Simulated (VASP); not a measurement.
BeS, 2 atoms in the cell. It takes space group Fm-3m (No. 225, cubic). The conventional cell has a = 4.635 Å, b = 4.635 Å, c = 4.635 Å, α = 90.00°, β = 90.00°, γ = 90.00°. Be (site symmetry m-3m) has 6 S at 2.32 Å within 3.1 Å. S (site symmetry m-3m) has 6 Be at 2.32 Å within 3.1 Å. 

```yaml
Program: VASP 6.6.1
Task: single point
Functional: PBE
Potentials_or_basis: VASP PAW PBE potentials, release 64 (Be, S)
Cutoff: 520 eV
k_mesh: 6 × 6 × 6
Occupations: gaussian, width 0.01 eV
Spin: no spin polarisation
Dipole_correction: no
Further_INCAR_settings: ALGO = Normal; EDIFF = 1e-07; NBANDS = 11
```

Potentials or basis: VASP PAW PBE potentials, release 64 (Be, S).

Run with:

```console
$ cat potpaw_PBE.64/Be/POTCAR potpaw_PBE.64/S/POTCAR > POTCAR
$ mpirun -np 1 vasp_std > vasp.out
```

Hardware: 1 thread of Intel(R) Xeon(R) Platinum 8259CL CPU @ 2.50GHz (Skylake/Cascade Lake) (shared host).

Q: How long does it take, and how much memory?

A: Wall time 3.7 s on 1 thread of Intel(R) Xeon(R) Platinum 8259CL CPU @ 2.50GHz (Skylake/Cascade Lake), on a shared host, peak memory 0.13 GiB. Counts: scf iterations 12, k points 16.
